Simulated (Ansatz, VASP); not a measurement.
# One calculation of BN, two programs

Contents of INCAR:

```
SYSTEM = BN
PREC = Accurate ; ENCUT = 520
EDIFF = 1E-7 ; ISMEAR = 0
SIGMA = 0.05 ; LREAL = .False.
LASPH = .True. ; NELM = 80
ALGO = Normal ; ISIF = 2
LWAVE = .False. ; LCHARG = .False.
GGA = PE ; NBANDS = 26
```

The input KPOINTS:

```
Automatic mesh
0
Gamma
  6 6 10
  0 0 0
```

POSCAR

```
BN
1.0
    4.3563000000      0.0000000000      0.0000000000
    0.0000000000      4.3563000000      0.0000000000
    0.0000000000      0.0000000000      2.6257000000
B N
4 4
Direct
    0.1742811368      0.8257188632      0.5000000000
    0.3257188632      0.3257188632      0.0000000000
    0.6742811368      0.6742811368      0.0000000000
    0.8257188632      0.1742811368      0.5000000000
    0.8126115048      0.8126115048      0.5000000000
    0.3126115048      0.6873884952      0.0000000000
    0.6873884952      0.3126115048      0.0000000000
    0.1873884952      0.1873884952      0.5000000000
```

Input for Ansatz:

```yaml
crystal:
  lattice:
    - [4.3563, 0.0, 0.0]
    - [0.0, 4.3563, 0.0]
    - [0.0, 0.0, 2.6257]
  atoms:
    - { symbol: B, position: [0.1742811368, 0.8257188632, 0.5] }
    - { symbol: B, position: [0.3257188632, 0.3257188632, 0.0] }
    - { symbol: B, position: [0.6742811368, 0.6742811368, 0.0] }
    - { symbol: B, position: [0.8257188632, 0.1742811368, 0.5] }
    - { symbol: "N", position: [0.8126115048, 0.8126115048, 0.5] }
    - { symbol: "N", position: [0.3126115048, 0.6873884952, 0.0] }
    - { symbol: "N", position: [0.6873884952, 0.3126115048, 0.0] }
    - { symbol: "N", position: [0.1873884952, 0.1873884952, 0.5] }
basis:
  ecutwfc: 520.0
kpoints:
  mp_grid: { grid: [6, 6, 10] }
hamiltonian:
  xc: pbe
  pseudopotentials: { kind: paw, azcp: { folder: soft_1 } }
scf:
  occupations: { method: gaussian, width: 0.05 }
output:
  forces: true
  stress: true
  eigenvalues: true
```

Alike in both runs: task single point; functional PBE; k mesh 6 × 6 × 10; occupations gaussian, width 0.05 eV; no spin polarisation.

```csv
,VASP,Ansatz
version,VASP 6.6.1,Ansatz 0.2.0
potentials or method,"VASP PAW PBE potentials, release 64 (B, N), cutoff 520 eV","scalar-relativistic, plane waves, PAW"
valence electrons in the cell,32,32
```

|  | VASP | Ansatz | Ansatz less VASP |
| --- | --- | --- | --- |
| gap on the k mesh at the Fermi level (eV) | 4.75 | 4.76 | +0.013 |
| least direct gap on the mesh (eV) | 5.77 | 5.78 | +0.013 |
| pressure (GPa) | -0.1 | -0.4 | -0.37 |
| traceless stress, the component that is largest in VASP (GPa) | -24.10 | -23.98 | +0.115 |
| rms of the force components (eV/Å) | 0.189 | 0.181 | -0.0078 |

Atom by atom the forces differ by 0.009 eV/Å (rms over components).
